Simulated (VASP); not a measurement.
Crystal: SnTe3.

```
CELL_PARAMETERS angstrom
0.00000 3.91203 3.91203
3.91203 0.00000 3.91203
3.91203 3.91203 0.00000
ATOMIC_POSITIONS crystal
Te 0.50000 0.50000 0.50000
Te 0.75000 0.75000 0.75000
Te 0.25000 0.25000 0.25000
Sn 0.00000 0.00000 0.00000
```

Base run:

* Program: VASP 6.6.1
* Functional: r2SCAN
* Potentials or basis: VASP PAW PBE potentials, release 64 (Te, Sn_d)
* Cutoff: 520 eV
* k mesh: 6 × 6 × 6
* Occupations: fermi-dirac, width 0.05 eV
* Spin: no spin polarisation

Its results: band gap on the k mesh zero (band 16 reaches 7.51 eV, above the bottom of band 17 at 5.29 eV); pressure -1.8 GPa.

Task: After a change of settings the same cell gave: band gap on the k mesh zero (band 16 reaches 7.41 eV, above the bottom of band 17 at 5.31 eV); pressure -5.3 GPa. Which change was it?
A. functional from r2SCAN to LDA; potentials or basis from VASP PAW PBE potentials, release 64 (Te, Sn_d) to VASP PAW LDA potentials, release 64 (Te, Sn_d)
B. functional from r2SCAN to PBE; further incar settings from ALGO = Normal; EDIFF = 1e-06; NBANDS = 24 to ALGO = Normal; EDIFF = 1e-07; NBANDS = 24
C. functional from r2SCAN to PBE
D. functional from r2SCAN to PBEsol; further incar settings from ALGO = Normal; EDIFF = 1e-06; NBANDS = 24 to ALGO = Normal; EDIFF = 1e-07; NBANDS = 24

Result: A.

Caveats: spin-orbit coupling is left out, which moves the levels of the heavy elements; the PAW data sets were made with another functional, which shifts forces and pressure a little (some runs).
